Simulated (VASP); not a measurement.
Here is a VASP 6.6.1 calculation.

The input POSCAR:

```
NaCl
1.0
    3.4595458397      0.0000000000      0.0000000000
    0.0000000000      3.4595458397      0.0000000000
    0.0000000000      0.0000000000      3.4595458397
Na Cl
1 1
Direct
    0.0000000000      0.0000000000      0.0000000000
    0.5000000000      0.5000000000      0.5000000000
```

The input INCAR.step1:

```
SYSTEM = NaCl
ALGO = Normal ; EDIFF = 1E-5
ENCUT = 520 ; GGA = PE
ISIF = 2 ; ISMEAR = 0
LASPH = .TRUE. ; LCHARG = .FALSE.
LREAL = .FALSE. ; LWAVE = .TRUE.
NBANDS = 14 ; NELM = 100
PREC = Accurate ; SIGMA = 0.01
```

File INCAR.step2:

```
SYSTEM = NaCl
AEXX = 0.3 ; ALGO = Normal
EDIFF = 1E-6 ; ENCUT = 520
GGA = PE ; HFSCREEN = 0.2078
ISIF = 2 ; ISMEAR = 0
ISTART = 1 ; LASPH = .TRUE.
LCHARG = .FALSE. ; LHFCALC = .TRUE.
LREAL = .FALSE. ; LWAVE = .FALSE.
NBANDS = 14 ; NELM = 100
PREC = Accurate ; PRECFOCK = Normal
SIGMA = 0.01
```

File KPOINTS:

```
k-points
0
G
  4 4 4
  0 0 0
```

Potentials or basis: VASP PAW PBE potentials, release 64 (Na_pv, Cl).

Run with:

```sh
$ cat potpaw_PBE.64/Na_pv/POTCAR potpaw_PBE.64/Cl/POTCAR > POTCAR
$ cp INCAR.step1 INCAR
$ mpirun -np 1 vasp_std > vasp.out
$ cp INCAR.step2 INCAR
$ mpirun -np 1 vasp_std > vasp.out
```

Question: Predict the band gap on the k mesh.

Answer: 5.69 eV, indirect (least direct gap 6.27 eV).

Question: Predict the pressure.

Answer: 0.5 GPa.

Caveat: the k points lie up to 0.45 Å⁻¹ apart; the PAW data sets were made with another functional, which shifts forces and pressure a little. A k mesh can miss the band edges.
